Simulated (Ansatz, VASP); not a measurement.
**Two plane-wave programs on Si3F2**

```
CELL_PARAMETERS angstrom
0.00000 5.49678 3.52760
2.48855 0.00000 3.52760
2.48855 5.49678 0.00000
ATOMIC_POSITIONS crystal
Si 0.00000 0.00000 0.00000
Si 0.66075 0.66075 0.33925
Si 0.33925 0.33925 0.66075
F 0.84694 0.15306 0.84694
F 0.15306 0.84694 0.15306
```

Alike in both runs: functional PBE; k mesh 4 × 4 × 4; occupations gaussian, width 0.1 eV; no spin polarisation.

Ansatz relaxed the structure, and its values are those at the end. VASP's run is a single point on that final structure, the one shown.

|  | VASP | Ansatz |
| --- | --- | --- |
| version | VASP 6.6.1 | Ansatz 0.2.0 |
| potentials or method | VASP PAW PBE potentials, release 64 (Si, F), cutoff 520 eV | scalar-relativistic, plane waves, PAW |
| valence electrons in the cell | 26 | 26 |

VASP gave:

* gap on the k mesh at the Fermi level (eV): none
* pressure (GPa): 0.2
* rms of the force components (eV/Å): 0.073

Q: Estimate Ansatz's values.

A: gap on the k mesh at the Fermi level (eV): none; pressure (GPa): 0.1; rms of the force components (eV/Å): 0.013.

A gap of «none» marks a metal or a gap that the smearing closes. The functional is the same, so the differences come from potentials, cutoffs and numerics.

The k mesh is coarse, so the values compare programs but aren't converged.
